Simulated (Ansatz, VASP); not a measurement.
One calculation of N, two programs

Contents of INCAR:

```
SYSTEM = N
PREC = Accurate
ENCUT = 520
EDIFF = 1E-8
ISMEAR = -1
SIGMA = 0.02
LREAL = .False.
LASPH = .True.
NELM = 80
ALGO = Normal
ISIF = 2
LWAVE = .False.
LCHARG = .False.
GGA = PS
LEFG = .True.
NBANDS = 12
```

File KPOINTS:

```
regular mesh
0
Gamma
  10 10 5
  0 0 0
```

POSCAR

```
N
1.0
    3.7015816826      0.0000000000      0.0000000000
   -1.8507908413      3.2056637714      0.0000000000
    0.0000000000      0.0000000000      5.8900000000
N
2
Direct
    0.3333333333      0.6666666667      0.2500000000
    0.6666666667      0.3333333333      0.7500000000
```

Input for Ansatz:

```yaml
crystal:
  lattice:
    - [3.7015816826, 0.0, 0.0]
    - [-1.8507908413, 3.2056637714, 0.0]
    - [0.0, 0.0, 5.89]
  atoms:
    - { symbol: "N", position: [0.3333333333, 0.6666666667, 0.25] }
    - { symbol: "N", position: [0.6666666667, 0.3333333333, 0.75] }
kpoints:
  mp_grid: { grid: [10, 10, 5] }
scf:
  occupations: { method: fermi_dirac, width: 0.02 }
hamiltonian:
  xc: pbesol
  pseudopotentials: { kind: all_electron, datasets: crystal }
output:
  forces: true
  stress: true
  eigenvalues: true
  efg: { contact_densities: true }
```

Change from the starting cell: equal xx and yy strain of +2 %, crystal datasets.

Alike in both runs: task electric field gradients; functional PBEsol; k mesh 10 × 10 × 5; occupations fermi-dirac, width 0.02 eV; no spin polarisation.

|  | VASP | Ansatz |
| --- | --- | --- |
| version | VASP 6.6.1 | Ansatz 0.2.0 |
| potentials or method | VASP PAW PBE potentials, release 64 (N), cutoff 520 eV | all-electron PAW with datasets made for the crystal, scalar-relativistic |

|  | VASP | Ansatz | Ansatz less VASP |
| --- | --- | --- | --- |
| pressure (GPa) | -7.1 | -7.1 | +0.06 |
| traceless stress, the component that is largest in VASP (GPa) | -0.39 | -0.39 | +0.001 |
| size of Vzz on the site where it differs most (V/Å²) | 1.6 | 1.6 | -0.03 |

VASP's potentials were made for PBE, not for PBEsol. Ansatz ran all-electron here, and VASP with PAW potentials.
